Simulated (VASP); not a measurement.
# Ga2O3 (C2/m) in VASP: further runs

Runs on Ga2O3. Level: PBE. Tasks: single point.

All numbers are computed with VASP 6.6.1; they aren't measurements. Logs are shortened: lines on timing, memory, paths and dates and some standing lists are left out, and cuts for length are marked.

## Step 1: The cell of the first run

The structure is monoclinic, space group C2/m (No. 12). Conventional cell: a = 11.887 Å, b = 2.948 Å, c = 5.917 Å, α = 90.00°, β = 103.14°, γ = 90.00°. Ga (site symmetry m) has 6 O at 1.90 to 2.03 Å within 2.5 Å. Within 2.4 Å of Ga (site symmetry m) lie 4 O at 1.82 to 1.86 Å. Within 2.4 Å of O (site symmetry m) lie 3 Ga at 1.82 to 1.90 Å. Within 2.5 Å of O (site symmetry m) lie 4 Ga at 1.86 to 2.03 Å. O (site symmetry m) has 3 Ga at 1.83 to 1.94 Å within 2.4 Å.

## Step 2: Single point, PBE (epitaxial xy strain -3.0%)

Contents of INCAR:

```
SYSTEM = Ga2O3
PREC     = Accurate       ! precision mode
ENCUT    = 520            ! plane-wave cutoff, eV
EDIFF    = 1E-6           ! SCF threshold, eV
ISMEAR   = -1             ! smearing method
SIGMA    = 0.02           ! smearing width, eV
LREAL    = .FALSE.        ! projectors in reciprocal space
LASPH    = .TRUE.         ! aspherical terms in the spheres
NELM     = 60             ! most SCF steps
ALGO     = Normal         ! electronic algorithm
ISIF     = 2              ! what is computed and relaxed
LWAVE    = .FALSE.        ! write WAVECAR
LCHARG   = .TRUE.         ! write CHGCAR
GGA      = PE             ! functional
LELF     = .TRUE.         ! ELF
LVHAR    = .TRUE.       
NBANDS   = 55             ! bands
```

Contents of KPOINTS:

```
regular mesh
0
G
  8 8 4
  0 0 0
```

Contents of POSCAR:

```
Ga2O3
1.0
    5.9435908890     -1.4739712181     -0.0026696340
    5.9435908890      1.4739712181     -0.0026696340
   -1.3421295291      0.0000000000      5.7625237931
Ga O
4 6
Direct
    0.3422886102      0.3422886102      0.6805108439
    0.6577113898      0.6577113898      0.3194891561
    0.9013931246      0.9013931246      0.1930551927
    0.0986068754      0.0986068754      0.8069448073
    0.5066318416      0.5066318416      0.7533351748
    0.4933681584      0.4933681584      0.2466648252
    0.8293402453      0.8293402453      0.4407122432
    0.1706597547      0.1706597547      0.5592877568
    0.1722672795      0.1722672795      0.1148276738
    0.8277327205      0.8277327205      0.8851723262
```

Potentials or basis: VASP PAW PBE potentials, release 64 (Ga_d, O).

Run with:

```sh
> cat potpaw_PBE.64/Ga_d/POTCAR potpaw_PBE.64/O/POTCAR > POTCAR
> mpirun -np 1 vasp_std > vasp.out
```

OUTCAR:

```text
SYSTEM = Ga2O3
   PREC = Accurate
   ENCUT = 520
   EDIFF = 1E-6
   ISMEAR = -1
   LREAL = .FALSE.
   LASPH = .TRUE.
   NELM = 60
   ISIF = 2
   GGA = PE

 ion  position               nearest neighbor table
   1  0.342  0.342  0.681-   5 1.90  10 1.94  10 1.94   8 2.00   7 2.03   7 2.03
   2  0.658  0.658  0.319-   6 1.90   9 1.94   9 1.94   7 2.00   8 2.03   8 2.03
   3  0.901  0.901  0.193-   6 1.82   6 1.82  10 1.83   7 1.86
   4  0.099  0.099  0.807-   5 1.82   5 1.82   9 1.83   8 1.86
   5  0.507  0.507  0.753-   4 1.82   4 1.82   1 1.90
   6  0.493  0.493  0.247-   3 1.82   3 1.82   2 1.90
   7  0.829  0.829  0.441-   3 1.86   2 2.00   1 2.03   1 2.03
   8  0.171  0.171  0.559-   4 1.86   1 2.00   2 2.03   2 2.03
   9  0.172  0.172  0.115-   4 1.83   2 1.94   2 1.94
  10  0.828  0.828  0.885-   3 1.83   1 1.94   1 1.94

  LATTYP: Found a base centered monoclinic cell.
 ALAT       =    11.8871829771
 B/A-ratio  =     0.2479933591
 C/A-ratio  =     0.4977424184
 COS(beta)  =    -0.2272728299

  Lattice vectors:

 A1 = (   5.9435908890,  -1.4739712181,  -0.0026696340)
 A2 = (   5.9435908890,   1.4739712181,  -0.0026696340)
 A3 = (  -1.3421295291,   0.0000000000,   5.7625237931)

Analysis of symmetry for initial positions (statically):
=====================================================================
 Subroutine PRICEL returns:
 Original cell was already a primitive cell.

 Routine SETGRP: Setting up the symmetry group for a
 base centered monoclinic supercell.

 Subroutine GETGRP returns: Found  4 space group operations
 (whereof  4 operations were pure point group operations)
 out of a pool of  4 trial point group operations.

The static configuration has the point symmetry C_2h.

Analysis of symmetry for dynamics (positions and initial velocities):
=====================================================================
 Subroutine PRICEL returns:
 Original cell was already a primitive cell.

 Routine SETGRP: Setting up the symmetry group for a
 base centered monoclinic supercell.

 Subroutine GETGRP returns: Found  4 space group operations
 (whereof  4 operations were pure point group operations)
 out of a pool of  4 trial point group operations.

The dynamic configuration has the point symmetry C_2h.

 Subroutine INISYM returns: Found  4 space group operations
 (whereof  4 operations are pure point group operations),
 and found     1 'primitive' translations

----------------------------------------------------------------------------------------

                                     Primitive cell

  volume of cell :     100.9567

  direct lattice vectors                    reciprocal lattice vectors
     5.943590889 -1.473971218 -0.002669634     0.084133030 -0.339219650  0.019595134
     5.943590889  1.473971218 -0.002669634     0.084133030  0.339219650  0.019595134
    -1.342129529  0.000000000  5.762523793     0.000077953  0.000000000  0.173553231

  length of vectors
     6.123632168  6.123632168  5.916755204     0.350046149  0.350046149  0.173553249

  position of ions in fractional coordinates (direct lattice)
     0.342288610  0.342288610  0.680510844
     0.657711390  0.657711390  0.319489156
     0.901393125  0.901393125  0.193055193
     0.098606875  0.098606875  0.806944807
     0.506631842  0.506631842  0.753335175
     0.493368158  0.493368158  0.246664825
     0.829340245  0.829340245  0.440712243
     0.170659755  0.170659755  0.559287757
     0.172267279  0.172267279  0.114827674
     0.827732721  0.827732721  0.885172326

  ion indices of the primitive-cell ions
   primitive index   ion index
                 1           1
                 2           2
                 3           3
                 4           4
                 5           5
                 6           6
                 7           7
                 8           8
                 9           9
                10          10

----------------------------------------------------------------------------------------

 KPOINTS: regular mesh

Automatic generation of k-mesh.
 Grid dimensions read from file:
 generate k-points for:    8    8    4

 Generating k-lattice:

  Cartesian coordinates                     Fractional coordinates (reciprocal lattice)
     0.010516629 -0.042402456  0.002449392     0.125000000  0.000000000  0.000000000
     0.010516629  0.042402456  0.002449392     0.000000000  0.125000000  0.000000000
     0.000019488  0.000000000  0.043388308     0.000000000  0.000000000  0.250000000

  Length of vectors
     0.043755769  0.043755769  0.043388312

  Shift w.r.t. Gamma in fractional coordinates (k-lattice)
     0.000000000  0.000000000  0.000000000

 Subroutine IBZKPT returns following result:
 ===========================================

 Found     78 irreducible k-points:

 Following reciprocal coordinates:
            Coordinates               Weight
  0.000000  0.000000  0.000000      1.000000
  0.125000  0.000000  0.000000      4.000000
  0.250000  0.000000  0.000000      4.000000
  0.375000  0.000000 -0.000000      4.000000
  0.500000  0.000000  0.000000      2.000000
  0.125000  0.125000  0.000000      2.000000
[... 16 lines left out ...]
  0.125000  0.000000  0.250000      4.000000
  0.250000 -0.000000  0.250000      4.000000
 [... further k-points ...]
   k-points           NKPTS =     78   k-points in BZ     NKDIM =     78   number of bands    NBANDS=     55
   number of dos      NEDOS =    301   number of ions     NIONS =     10
   total plane-waves  NPLWV = 110592
   dimension x,y,z NGX =    48 NGY =   48 NGZ =   48
   dimension x,y,z NGXF=    96 NGYF=   96 NGZF=   96
   ions per type =               4   6
   NGX,Y,Z   is equivalent  to a cutoff of  13.03, 13.03, 13.49 a.u.
   NGXF,Y,Z  is equivalent  to a cutoff of  26.06, 26.06, 26.97 a.u.
 SYSTEM =  Ga2O3
   PREC   = accura    normal or accurate (medium, high low for compatibility)
   ISTART =      0    job   : 0-new  1-cont  2-samecut
   ICHARG =      2    charge: 1-file 2-atom 10-const
   ISPIN  =      1    spin polarized calculation?
   LNONCOLLINEAR =      F non collinear calculations
   LSORBIT =      F    spin-orbit coupling
   LASPH  =      T    aspherical Exc in radial PAW
   ENCUT  =  520.0 eV  38.22 Ry    6.18 a.u.  11.39 11.39 11.00*2*pi/ulx,y,z
   NELM   =     60;   NELMIN=  2; NELMDL= -5     # of ELM steps
   EDIFF  = 0.1E-05   stopping-criterion for ELM
   LREAL  =      F    real-space projection
   EDIFFG = 0.1E-04   stopping-criterion for IOM
   NSW    =      0    number of steps for IOM
   IBRION =     -1    ionic relax: 0-MD 1-quasi-New 2-CG
   NFREE  =      0    steps in history (QN), initial steepest desc. (CG)
   ISIF   =      2    stress and relaxation
   ISYM   =      2    0-nonsym 1-usesym 2-fastsym
   POTIM  = 0.5000    time-step for ionic-motion
   TEBEG  =    0.0;   TEEND  =   0.0 temperature during run
   PSTRESS=    0.0 pullay stress
   NELECT =      88.0000    total number of electrons
   NUPDOWN=      -1.0000    fix difference up-down
   EMIN   =  10.00;   EMAX   =-10.00  energy-range for DOS
   EFERMI =   0.00;   METHOD = LEGACY
   ISMEAR =    -1;   SIGMA  =   0.02  broadening in eV -4-tet -1-fermi 0-gaus
   EFERMI_NEDOS =   21; number of points for ismear=-14 and -15
   IALGO  =     38    algorithm
   IMIX   =      4    mixing-type and parameters
     AMIX     =   0.40;   BMIX     =  1.00
     AMIX_MAG =   1.60;   BMIX_MAG =  1.00
  volume/ion in A,a.u.               =      10.10        68.13
  Fermi-wavevector in a.u.,A,eV,Ry     =   1.563834  2.955218 33.274093  2.445577
  Thomas-Fermi vector in A             =   2.666547
   LORBIT       =      0    0 simple, 1 ext, 2 COOP (PROOUT), +10 PAW based schemes
   GGA     = PE    functional components
   LHFCALC =     F    Hartree Fock is set to
   AEXX    =    0.0000 exact exchange contribution
   IVDW    =     0    specifies the selected vdW correction
   LEPSILON=     F    determine dielectric tensor
   LRPA    =     F    only Hartree local field effects (RPA)
 non-spin polarized calculation
  energy-cutoff  :      520.00
  volume of cell :      100.96
 maximum number of plane-waves:      2746
 NGX is ok and might be reduce to    48
   NGX = 23   NGY = 23   NGZ = 21

 number of electron      87.9999985 magnetization

 Free energy of the ion-electron system (eV)
  ---------------------------------------------------
  ext. energy  EPLUGINS =         0.00000000
  ---------------------------------------------------
  free energy    TOTEN  =       -59.14604572 eV

  energy without entropy =      -59.14604572  energy(sigma->0) =      -59.14604572

 E-fermi :   4.6989     XC(G=0): -11.8494

 val. band max:        4.2006431900   @ k =   0.5000   0.3750   0.5000
 cond. band min:       6.7986611938   @ k =   0.0000   0.0000   0.0000
 fundamental gap:      2.5980180038
 Fermi energy:         4.6988821819

 k-point     1 :       0.0000    0.0000    0.0000
  band No.  band energies     occupation
      1     -14.9424      2.00000
      2     -13.7200      2.00000
      3     -13.6449      2.00000
      4     -13.4863      2.00000
      5     -13.0390      2.00000
      6     -13.0375      2.00000
[... 47 lines left out ...]
     54      17.0641      0.00000
     55      17.0956      0.00000

 k-point     2 :       0.1250    0.0000    0.0000
  band No.  band energies     occupation
      1     -14.8077      2.00000
      2     -13.6670      2.00000
      3     -13.6385      2.00000
      4     -13.4052      2.00000
      5     -13.0360      2.00000
      6     -13.0267      2.00000
[... 47 lines left out ...]
     54      16.0361      0.00000
     55      16.1228      0.00000
[... 1216 lines left out ...]
     54      16.1974      0.00000
     55      16.7951      0.00000

 k-point    24 :       0.2500   -0.0000    0.2500
  band No.  band energies     occupation
      1     -14.3380      2.00000
      2     -13.7276      2.00000
      3     -13.5379      2.00000
      4     -13.2556      2.00000
      5     -13.0862      2.00000
      6     -12.9449      2.00000
[... 47 lines left out ...]
     54      15.3182      0.00000
     55      16.6413      0.00000

 [... further k-points ...]
[... 5 lines left out ...]
  --------------------------------------------------------------------------------------
  -------------------------------------------------------------------------------------
  Total       10.1024217     14.1048455      5.9127571      0.0000000      0.0000000     -0.2313936
  in kB      160.3248614    223.8431000     93.8351212      0.0000000      0.0000000     -3.6722040
  external PRESSURE =     159.3343609 kB  Pullay stress =       0.0000000 kB

 VOLUME and BASIS-vectors are now :
 -----------------------------------------------------------------------------
  energy-cutoff  :      520.00
  volume of cell :      100.96
      direct lattice vectors                 reciprocal lattice vectors
     5.943590889 -1.473971218 -0.002669634     0.084133030 -0.339219650  0.019595134
     5.943590889  1.473971218 -0.002669634     0.084133030  0.339219650  0.019595134
    -1.342129529  0.000000000  5.762523793     0.000077953  0.000000000  0.173553231

 POSITION                                       TOTAL-FORCE (eV/Angst)
 -----------------------------------------------------------------------------------
      3.15551      0.00000      3.91963         0.057884      0.000000      0.024351
      7.38954      0.00000      1.83755        -0.057884      0.000000     -0.024351
     10.45592      0.00000      1.10767        -0.054870      0.000000     -0.056240
      0.08913      0.00000      4.64951         0.054870      0.000000      0.056240
      5.01135      0.00000      4.33841        -0.083956      0.000000     -0.063913
      5.53370      0.00000      1.41878         0.083956      0.000000      0.063913
      9.26703      0.00000      2.53519         0.041458      0.000000      0.035092
      1.27803      0.00000      3.22200        -0.041458      0.000000     -0.035092
      1.89366      0.00000      0.66078         0.255103      0.000000     -0.000746
      8.65139      0.00000      5.09641        -0.255103      0.000000      0.000746
 -----------------------------------------------------------------------------------
    total drift:                                0.000000      0.000000      0.000000

  FREE ENERGIE OF THE ION-ELECTRON SYSTEM (eV)
  ---------------------------------------------------
  free  energy   TOTEN  =       -59.1460457176 eV

  energy  without entropy=      -59.1460457176  energy(sigma->0) =      -59.14604572
```

It took 22 min on 1 thread of AMD EPYC 7R13, shared host; peak memory 0.49 GiB.

What came out:

```yaml
Free_energy: -59.1460 eV
Pressure: 15.9 GPa
Largest_force: 0.255 eV/Å
Band_gap_on_the_k_mesh: 2.60 eV, indirect (least direct gap 2.68 eV)
```

Forces in eV/Å, atoms in the order of the input:
```
Ga   0.058  0.000  0.024
Ga  -0.058  0.000 -0.024
Ga  -0.055  0.000 -0.056
Ga   0.055  0.000  0.056
O   -0.084  0.000 -0.064
O    0.084  0.000  0.064
O    0.041  0.000  0.035
O   -0.041  0.000 -0.035
O    0.255  0.000 -0.001
O   -0.255  0.000  0.001
```

Stress tensor (GPa, compression positive):
```
16.03  0.00 -0.37
 0.00 22.38  0.00
-0.37  0.00  9.38
```

Levels at points of the mesh, in eV from the valence-band top:
```tsv
k point	band 41	band 42	band 43	band 44	band 45	band 46	band 47	band 48
(0.00, 0.00, 0.00)	-0.54	-0.44	-0.32	-0.08	2.60	5.66	7.24	7.43
(0.50, 0.00, 0.00)	-0.89	-0.85	-0.44	-0.21	5.77	6.41	7.23	7.73
(0.50, 0.50, 0.00)	-0.55	-0.52	-0.28	-0.28	4.75	4.96	6.48	7.01
(0.00, 0.00, 0.50)	-0.70	-0.53	-0.32	-0.30	4.99	5.15	7.16	7.61
(0.50, 0.00, 0.50)	-1.16	-0.92	-0.74	-0.69	7.10	7.11	7.92	8.12
(0.50, 0.50, 0.50)	-0.58	-0.41	-0.41	-0.06	5.49	5.54	6.57	6.91
```

Caveat: the cell differs from its parent crystal (epitaxial xy strain -3.0%).

(Continued in part 2 of 2.)
